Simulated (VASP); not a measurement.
# Sb (Pm-3m) in VASP: notebook

Sb is run at these levels: PBEsol, HSE06; tasks: relaxation of cell and atoms, single point.

All numbers are computed with VASP 6.6.1; they aren't measurements. Logs are shortened: lines on timing, memory, paths and dates and some standing lists are left out, and cuts for length are marked.

### 1 The cell of the first run

It takes space group Pm-3m (No. 221, cubic). Conventional cell: a = 3.160 Å, b = 3.160 Å, c = 3.160 Å, α = 90.00°, β = 90.00°, γ = 90.00°. Sb (site symmetry m-3m) has 6 Sb at 3.16 Å within 4.2 Å.

### 2 Relaxation of cell and atoms, PBEsol, target pressure 20 GPa, at which the enthalpy is minimised

Contents of INCAR:

```
PREC = Accurate
ENCUT = 600
EDIFF = 1E-6
ISMEAR = -1
SIGMA = 0.05
LREAL = False
LASPH = True
NELM = 60
ALGO = Normal
ISIF = 3
LWAVE = False
LCHARG = False
GGA = PS
IBRION = 2
NSW = 80
EDIFFG = -0.02
PSTRESS = 200.0
```

Contents of KPOINTS:

```
Automatic mesh
0
Gamma
  8 8 8
```

Contents of POSCAR:

```
Sb
1.0
    3.1600000000      0.0000000000      0.0000000000
    0.0000000000      3.1600000000      0.0000000000
    0.0000000000      0.0000000000      3.1600000000
Sb
1
Direct
    0.0000000000      0.0000000000      0.0000000000
```

Potentials or basis: VASP PAW PBE potentials, release 64 (Sb).

The run is started by

```console
cat potpaw_PBE.64/Sb/POTCAR > POTCAR
mpirun -np 1 vasp_std > vasp.out
```

OUTCAR:

```text
PREC = Accurate
   ENCUT = 600
   EDIFF = 1E-6
   ISMEAR = -1
   LREAL = False
   LASPH = True
   NELM = 60
   ISIF = 3
   GGA = PS
   IBRION = 2
   NSW = 80
   EDIFFG = -0.02
   PSTRESS = 200.0

 ion  position               nearest neighbor table
   1  0.000  0.000  0.000-

  LATTYP: Found a simple cubic cell.
 ALAT       =     3.1600000000

  Lattice vectors:

 A1 = (   3.1600000000,   0.0000000000,   0.0000000000)
 A2 = (   0.0000000000,   3.1600000000,   0.0000000000)
 A3 = (   0.0000000000,   0.0000000000,   3.1600000000)

Analysis of symmetry for initial positions (statically):
=====================================================================
 Subroutine PRICEL returns:
 Original cell was already a primitive cell.

 Routine SETGRP: Setting up the symmetry group for a
 simple cubic supercell.

 Subroutine GETGRP returns: Found 48 space group operations
 (whereof 48 operations were pure point group operations)
 out of a pool of 48 trial point group operations.

The static configuration has the point symmetry O_h .

Analysis of symmetry for dynamics (positions and initial velocities):
=====================================================================
 Subroutine PRICEL returns:
 Original cell was already a primitive cell.

 Routine SETGRP: Setting up the symmetry group for a
 simple cubic supercell.

 Subroutine GETGRP returns: Found 48 space group operations
 (whereof 48 operations were pure point group operations)
 out of a pool of 48 trial point group operations.

The dynamic configuration has the point symmetry O_h .

 Subroutine INISYM returns: Found 48 space group operations
 (whereof 48 operations are pure point group operations),
 and found     1 'primitive' translations

----------------------------------------------------------------------------------------

                                     Primitive cell

  volume of cell :      31.5545

  direct lattice vectors                    reciprocal lattice vectors
     3.160000000  0.000000000  0.000000000     0.316455696  0.000000000  0.000000000
     0.000000000  3.160000000  0.000000000     0.000000000  0.316455696  0.000000000
     0.000000000  0.000000000  3.160000000     0.000000000  0.000000000  0.316455696

  length of vectors
     3.160000000  3.160000000  3.160000000     0.316455696  0.316455696  0.316455696

  position of ions in fractional coordinates (direct lattice)
     0.000000000  0.000000000  0.000000000

  ion indices of the primitive-cell ions
   primitive index   ion index
                 1           1

----------------------------------------------------------------------------------------

 KPOINTS: Automatic mesh

Automatic generation of k-mesh.
 Grid dimensions read from file:
 generate k-points for:    8    8    8

 Generating k-lattice:

  Cartesian coordinates                     Fractional coordinates (reciprocal lattice)
     0.039556962  0.000000000  0.000000000     0.125000000  0.000000000  0.000000000
     0.000000000  0.039556962  0.000000000     0.000000000  0.125000000  0.000000000
     0.000000000  0.000000000  0.039556962     0.000000000  0.000000000  0.125000000

  Length of vectors
     0.039556962  0.039556962  0.039556962

  Shift w.r.t. Gamma in fractional coordinates (k-lattice)
     0.000000000  0.000000000  0.000000000

 Subroutine IBZKPT returns following result:
 ===========================================

 Found     35 irreducible k-points:

 Following reciprocal coordinates:
            Coordinates               Weight
  0.000000  0.000000  0.000000      1.000000
  0.125000  0.000000  0.000000      6.000000
  0.250000  0.000000  0.000000      6.000000
  0.375000  0.000000  0.000000      6.000000
  0.500000  0.000000  0.000000      3.000000
  0.125000  0.125000  0.000000     12.000000
[... 16 lines left out ...]
  0.375000  0.375000  0.125000     24.000000
  0.500000  0.375000  0.125000     24.000000
 [... further k-points ...]
   k-points           NKPTS =     35   k-points in BZ     NKDIM =     35   number of bands    NBANDS=      6
   number of dos      NEDOS =    301   number of ions     NIONS =      1
   total plane-waves  NPLWV =  21952
   dimension x,y,z NGX =    28 NGY =   28 NGZ =   28
   dimension x,y,z NGXF=    56 NGYF=   56 NGZF=   56
   ions per type =               1
   NGX,Y,Z   is equivalent  to a cutoff of  14.73, 14.73, 14.73 a.u.
   NGXF,Y,Z  is equivalent  to a cutoff of  29.46, 29.46, 29.46 a.u.
 SYSTEM =  unknown system
   PREC   = accura    normal or accurate (medium, high low for compatibility)
   ISTART =      0    job   : 0-new  1-cont  2-samecut
   ICHARG =      2    charge: 1-file 2-atom 10-const
   ISPIN  =      1    spin polarized calculation?
   LNONCOLLINEAR =      F non collinear calculations
   LSORBIT =      F    spin-orbit coupling
   LASPH  =      T    aspherical Exc in radial PAW
   ENCUT  =  600.0 eV  44.10 Ry    6.64 a.u.   6.31  6.31  6.31*2*pi/ulx,y,z
   NELM   =     60;   NELMIN=  2; NELMDL= -5     # of ELM steps
   EDIFF  = 0.1E-05   stopping-criterion for ELM
   LREAL  =      F    real-space projection
   EDIFFG = -.2E-01   stopping-criterion for IOM
   NSW    =     80    number of steps for IOM
   IBRION =      2    ionic relax: 0-MD 1-quasi-New 2-CG
   NFREE  =      1    steps in history (QN), initial steepest desc. (CG)
   ISIF   =      3    stress and relaxation
   ISYM   =      2    0-nonsym 1-usesym 2-fastsym
   POTIM  = 0.5000    time-step for ionic-motion
   TEBEG  =    0.0;   TEEND  =   0.0 temperature during run
   PSTRESS=  200.0 pullay stress
   NELECT =       5.0000    total number of electrons
   NUPDOWN=      -1.0000    fix difference up-down
   EMIN   =  10.00;   EMAX   =-10.00  energy-range for DOS
   EFERMI =   0.00;   METHOD = LEGACY
   ISMEAR =    -1;   SIGMA  =   0.05  broadening in eV -4-tet -1-fermi 0-gaus
   EFERMI_NEDOS =   21; number of points for ismear=-14 and -15
   IALGO  =     38    algorithm
   IMIX   =      4    mixing-type and parameters
     AMIX     =   0.40;   BMIX     =  1.00
     AMIX_MAG =   1.60;   BMIX_MAG =  1.00
  volume/ion in A,a.u.               =      31.55       212.94
  Fermi-wavevector in a.u.,A,eV,Ry     =   0.885886  1.674081 10.677766  0.784794
  Thomas-Fermi vector in A             =   2.006979
   LORBIT       =      0    0 simple, 1 ext, 2 COOP (PROOUT), +10 PAW based schemes
   GGA     = PS    functional components
   LHFCALC =     F    Hartree Fock is set to
   AEXX    =    0.0000 exact exchange contribution
   IVDW    =     0    specifies the selected vdW correction
   LEPSILON=     F    determine dielectric tensor
   LRPA    =     F    only Hartree local field effects (RPA)
 conjugate gradient relaxation of ions
 non-spin polarized calculation
  energy-cutoff  :      600.00
  volume of cell :       31.55
 maximum number of plane-waves:      1074
 NGX is ok and might be reduce to    28
   NGX = 13   NGY = 13   NGZ = 13

--------------------------------------- Ionic step        1  -------------------------------------------

 number of electron       5.0000000 magnetization

 Free energy of the ion-electron system (eV)
  ---------------------------------------------------
  ext. energy  EPLUGINS =         0.00000000
  ---------------------------------------------------
  free energy    TOTEN  =        -4.47778400 eV

  energy without entropy =       -4.47051442  energy(sigma->0) =       -4.47414921

 E-fermi :   6.2413     XC(G=0):  -9.5211

 val. band max:        6.2324173370   @ k =   0.3750   0.2500   0.1250
 cond. band min:       6.4413806372   @ k =   0.2500   0.2500   0.2500
 fundamental gap:      0.2089633002
 Fermi energy:         6.2413406351

 k-point     1 :       0.0000    0.0000    0.0000
  band No.  band energies     occupation
      1      -5.6851      2.00000
      2       9.4153      0.00000
      3       9.4153      0.00000
      4       9.4153      0.00000
      5      13.1914      0.00000
      6      13.1914      0.00000

 k-point     2 :       0.1250    0.0000    0.0000
  band No.  band energies     occupation
      1      -5.4728      2.00000
      2       7.3300      0.00000
      3       9.6198      0.00000
      4       9.6198      0.00000
      5      13.3667      0.00000
      6      13.9107      0.00000
[... 562 lines left out ...]
  FREE ENERGIE OF THE ION-ELECTRON SYSTEM (eV)
  ---------------------------------------------------
  free  energy   TOTEN  =        -4.2952486132 eV

  energy  without entropy=       -4.2898671046  energy(sigma->0) =       -4.29255786

  enthalpy is  TOTEN    =        -1.2962281744 eV   P V=        2.9990204388

--------------------------------------- Ionic step        5  -------------------------------------------

 number of electron       5.0000000 magnetization

 Free energy of the ion-electron system (eV)
  ---------------------------------------------------
  ext. energy  EPLUGINS =         0.00000000
  ---------------------------------------------------
  free energy    TOTEN  =        -4.23661989 eV

  energy without entropy =       -4.23091543  energy(sigma->0) =       -4.23376766

 E-fermi :  10.3626     XC(G=0): -10.7927

 val. band max:       10.3114937237   @ k =   0.3750   0.3750   0.3750
 cond. band min:      10.4627084948   @ k =   0.3750   0.2500   0.2500
 fundamental gap:      0.1512147711
 Fermi energy:        10.3625992305

 k-point     1 :       0.0000    0.0000    0.0000
  band No.  band energies     occupation
      1      -4.1784      2.00000
      2      14.1792      0.00000
      3      14.1792      0.00000
      4      14.1792      0.00000
      5      17.5690      0.00000
      6      17.5690      0.00000

 k-point     2 :       0.1250    0.0000    0.0000
  band No.  band energies     occupation
      1      -3.8923      2.00000
      2      11.3781      0.00000
      3      14.4811      0.00000
      4      14.4811      0.00000
      5      17.7641      0.00000
      6      18.9526      0.00000
[... 220 lines left out ...]
 POSITION                                       TOTAL-FORCE (eV/Angst)
 -----------------------------------------------------------------------------------
      0.00000      0.00000      0.00000        -0.000000      0.000000      0.000000
 -----------------------------------------------------------------------------------
    total drift:                                0.000000      0.000000      0.000000

  FREE ENERGIE OF THE ION-ELECTRON SYSTEM (eV)
  ---------------------------------------------------
  free  energy   TOTEN  =        -4.2366198856 eV

  energy  without entropy=       -4.2309154335  energy(sigma->0) =       -4.23376766

  enthalpy is  TOTEN    =        -1.3008233582 eV   P V=        2.9357965274

 reached required accuracy - stopping structural energy minimisation
```

Run time: 58 s. Hardware: 1 thread of AMD EPYC 7R13, shared host; peak memory 0.14 GiB.

Results:

```yaml
Free_energy: -4.2366 eV
Relaxed_volume: 23.52 Å³/atom
Relaxed_cell: a = 2.865 Å, b = 2.865 Å, c = 2.865 Å, α = 90.00°, β = 90.00°, γ = 90.00°
Space_group_after_relaxing_to_0.05_Å: Pm-3m (No. 221)
Energy_change_on_relaxing_the_enthalpy_is_what_falls: +241.2 meV/atom
Ionic_steps: 5
Pressure_after_relaxing: 20.0 GPa
```

The path:
| step | energy change (eV) | largest force (eV/Å) | pressure (GPa) | volume (Å³) |
| --- | --- | --- | --- | --- |
| 1 | 0.0000 | 0.0000 | -4.63 | 31.55 |
| 2 | 5.3601 | 0.0000 | 229.94 | 14.18 |
| 3 | 0.1269 | 0.0000 | 14.08 | 24.60 |
| 4 | 0.1825 | 0.0000 | 17.10 | 24.02 |
| 5 | 0.2412 | 0.0000 | 20.04 | 23.52 |

Final structure:
```
Sb
1.0
     2.86507    0.00000    0.00000
     0.00000    2.86507    0.00000
     0.00000    0.00000    2.86507
Sb
1
Direct
  0.00000 0.00000 0.00000
```

Caveat: the cell is relaxed towards a set pressure, so the enthalpy falls and the energy may rise; the volume moved by over 15 % at a fixed basis, so the end points are rough; the PAW data sets were made with another functional, which shifts forces and pressure a little; spin-orbit coupling is left out, which moves the levels of the heavy elements.

### 3 Relaxation of cell and atoms, PBEsol, target pressure 30 GPa, at which the enthalpy is minimised

Contents of INCAR:

```
SYSTEM = Sb
PREC     = Accurate       ! precision mode
ENCUT    = 600            ! plane-wave cutoff, eV
EDIFF    = 1E-6           ! SCF threshold, eV
ISMEAR   = -1             ! smearing method
SIGMA    = 0.05           ! smearing width, eV
LREAL    = .FALSE.        ! projectors in reciprocal space
LASPH    = .TRUE.         ! aspherical terms in the spheres
NELM     = 100            ! most SCF steps
ALGO     = Normal         ! electronic algorithm
ISIF     = 3              ! what is computed and relaxed
LWAVE    = .FALSE.        ! write WAVECAR
LCHARG   = .FALSE.        ! write CHGCAR
GGA      = PS             ! functional
IBRION   = 2              ! ionic algorithm
NSW      = 80             ! ionic steps
EDIFFG   = -0.02          ! ionic threshold
PSTRESS  = 300.0
```

Contents of KPOINTS:

```
Automatic mesh
0
G
  8 8 8
  0 0 0
```

POSCAR is that of step 2.

Potentials or basis: VASP PAW PBE potentials, release 64 (Sb).

The run is started by

```console
cat potpaw_PBE.64/Sb/POTCAR > POTCAR
mpirun -np 1 vasp_std > vasp.out
```

Wall time 1.9 min (1 thread of AMD EPYC 7R13, shared host); peak memory 0.15 GiB.

Results (log left out):

```
Free energy                                            : -4.0205 eV
Relaxed volume                                         : 22.12 Å³/atom
Relaxed cell                                           : a = 2.807 Å, b = 2.807 Å, c = 2.807 Å, α = 90.00°, β = 90.00°, γ = 90.00°
Space group after relaxing (to 0.05 Å)                 : Pm-3m (No. 221)
Energy change on relaxing (the enthalpy is what falls) : +457.3 meV/atom
Ionic steps                                            : 18
Pressure after relaxing                                : 29.9 GPa
```

The path:
| step | energy change (eV) | largest force (eV/Å) | pressure (GPa) | volume (Å³) |
| --- | --- | --- | --- | --- |
| 1 | 0.0000 | 0.0000 | -4.63 | 31.55 |
| 2 | 18.7235 | 0.0000 | 838.64 | 9.53 |
| 3 | 0.1247 | 0.0000 | 14.03 | 24.62 |
| 4 | 0.2235 | 0.0000 | 19.18 | 23.66 |
| 5 | 0.4811 | 0.0000 | 30.99 | 21.99 |
| 6 | 0.4492 | 0.0000 | 29.55 | 22.16 |
| 7 | 0.4494 | 0.0000 | 29.56 | 22.16 |
| 8 | 0.4503 | 0.0000 | 29.59 | 22.15 |
| 9 | 0.4503 | 0.0000 | 29.60 | 22.15 |
| 10 | 0.4503 | 0.0000 | 29.60 | 22.15 |
| 11 | 0.4504 | 0.0000 | 29.60 | 22.15 |
| 12 | 0.4504 | 0.0000 | 29.61 | 22.15 |
| 13 | 0.4505 | 0.0000 | 29.61 | 22.15 |
| 14 | 0.4507 | 0.0000 | 29.62 | 22.15 |
| 15 | 0.4512 | 0.0000 | 29.63 | 22.15 |
| 16 | 0.4520 | 0.0000 | 29.67 | 22.14 |
| 17 | 0.4538 | 0.0000 | 29.73 | 22.13 |
| 18 | 0.4573 | 0.0000 | 29.92 | 22.12 |

Final structure:
```
Sb
1.0
     2.80694    0.00000    0.00000
     0.00000    2.80694    0.00000
     0.00000    0.00000    2.80694
Sb
1
Direct
  0.00000 0.00000 0.00000
```

Levels at points of the mesh, in eV from the Fermi level:
```csv
k point,band 1,band 2,band 3,band 4,band 5,band 6
"(0.00, 0.00, 0.00)",-15.21,3.93,3.93,3.93,7.27,7.27
"(0.50, 0.00, 0.00)",-11.50,-8.04,7.13,7.13,9.98,11.17
"(0.50, 0.50, 0.00)",-7.38,-5.14,-5.14,0.82,10.76,13.95
"(0.50, 0.50, 0.50)",-2.42,-2.33,-2.33,-2.33,4.30,4.30
```

Caveat: the cell is relaxed towards a set pressure, so the enthalpy falls and the energy may rise; the volume moved by over 15 % at a fixed basis, so the end points are rough; the PAW data sets were made with another functional, which shifts forces and pressure a little; spin-orbit coupling is left out, which moves the levels of the heavy elements.

[end of part 1 of 2]
